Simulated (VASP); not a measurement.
Set up this calculation in VASP 6.6.1, as the native input.

```yaml
Task: single point
Functional: PBE
Potentials_or_basis: VASP PAW PBE potentials, release 64 (Hf_pv, B)
Cutoff: 520 eV
k_mesh: 10 × 10 × 10
Occupations: gaussian, width 0.016 eV
Spin: no spin polarisation
Dipole_correction: no
Further_INCAR_settings: ALGO = Normal; EDIFF = 1e-06; NBANDS = 14
```

The structure of HfB lies in POSCAR:

```
HfB
1.0
    0.0000000000      2.3100000000      2.3100000000
    2.3100000000      0.0000000000      2.3100000000
    2.3100000000      2.3100000000      0.0000000000
Hf B
1 1
Direct
    0.5000000000      0.5000000000      0.5000000000
    0.0000000000      0.0000000000      0.0000000000
```

These files were run (other wordings do the same):

INCAR

```
SYSTEM = HfB
ALGO = Normal
EDIFF = 1E-6
ENCUT = 520
GGA = PE
ISIF = 2
ISMEAR = 0
LASPH = .True.
LCHARG = .False.
LREAL = .False.
LWAVE = .False.
NBANDS = 14
NELM = 80
PREC = Accurate
SIGMA = 0.016
```

KPOINTS

```
k-points
0
Gamma
  10 10 10
  0 0 0
```

Potentials or basis: VASP PAW PBE potentials, release 64 (Hf_pv, B).

Launch:

```console
$ cat potpaw_PBE.64/Hf_pv/POTCAR potpaw_PBE.64/B/POTCAR > POTCAR
$ mpirun -np 1 vasp_std > vasp.out
```

It gave:

```
Pressure : 30.2 GPa
```

Run time: 17 s on 1 thread of Intel Xeon 8259CL, on a shared host, peak memory 0.15 GiB.
